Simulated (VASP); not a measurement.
Here is a VASP 6.6.1 calculation.

Contents of POSCAR:

```
Al
1.0
    1.7613701800     -3.0795067875      0.0000000000
    1.7613701800      3.0795067875      0.0000000000
    0.0000000000      0.0000000000      3.6165614830
Al
2
Direct
    0.8338650599      0.1661349401      0.2500000000
    0.1661349401      0.8338650599      0.7500000000
```

The input INCAR.step1:

```
SYSTEM = Al
  ALGO = Normal
  EDIFF = 1E-4
  ENCUT = 520
  GGA = PE
  ISMEAR = 0
  LASPH = .TRUE.
  LCHARG = .FALSE.
  LREAL = .FALSE.
  LWAVE = .TRUE.
  NBANDS = 10
  NELM = 60
  PREC = Accurate
  SIGMA = 0.1
```

File INCAR.step2:

```
SYSTEM = Al
  ALGO = Normal
  EDIFF = 1E-6
  ENCUT = 520
  ISIF = 2
  ISMEAR = 0
  ISTART = 1
  LASPH = .TRUE.
  LCHARG = .FALSE.
  LMIXTAU = .TRUE.
  LREAL = .FALSE.
  LWAVE = .FALSE.
  METAGGA = R2SCAN
  NBANDS = 10
  NELM = 60
  PREC = Accurate
  SIGMA = 0.1
```

KPOINTS

```
k-points
0
G
  4 4 4
  0 0 0
```

Potentials or basis: VASP PAW PBE potentials, release 64 (Al).

The run is started by

```sh
$ cat potpaw_PBE.64/Al/POTCAR > POTCAR
$ cp INCAR.step1 INCAR
$ mpirun -np 1 vasp_std > vasp.out
$ cp INCAR.step2 INCAR
$ mpirun -np 1 vasp_std > vasp.out
```

Task: What does it give for the pressure?

Result: -0.2 GPa.

Task: Estimate the largest force.

Result: 0.005 eV/Å.

Task: What does it give for the band gap on the k mesh?

Result: Zero (band 3 reaches 12.28 eV, above the bottom of band 4 at 3.20 eV).

Forces on the atoms (eV/Å):
```
Al   0.000  0.005  0.000
Al   0.000 -0.005  0.000
```

Caveat: the k points lie up to 0.51 Å⁻¹ apart; the PAW data sets were made with another functional, which shifts forces and pressure a little.
